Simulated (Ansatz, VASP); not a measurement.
**S in VASP and in Ansatz**

```xyz
2
Lattice="-2.6630 2.6630 1.1789 2.6630 -2.6630 1.1789 2.6630 2.6630 -1.1789" Properties=species:S:1:pos:R:3 pbc="T T T"
S     0.0000   -1.3315   -0.2947
S     0.0000    1.3315    0.2947
```

Change from the starting cell: volume scaled by 0.92, PAW files.

Alike in both runs: task single point; functional PBE; k mesh 17 × 17 × 17; occupations fermi-dirac, width 0.1 eV; no spin polarisation.

```csv
,VASP,Ansatz
version,VASP 6.6.1,Ansatz 0.2.0
potentials or method,"VASP PAW PBE potentials, release 64 (S)","PAW with Ansatz's default frozen-core files, scalar-relativistic"
plane-wave cutoff (eV),520,420
valence electrons in the cell,12,12
```

Ansatz gave:

| Item | Value |
| --- | --- |
| pressure (GPa) | 4.9 |
| traceless stress, the component that is largest in VASP (GPa) | 0.01 |

Question: Which values does VASP return?

Answer: Pressure (GPa): 4.7; traceless stress, the component that is largest in VASP (GPa): -0.18.
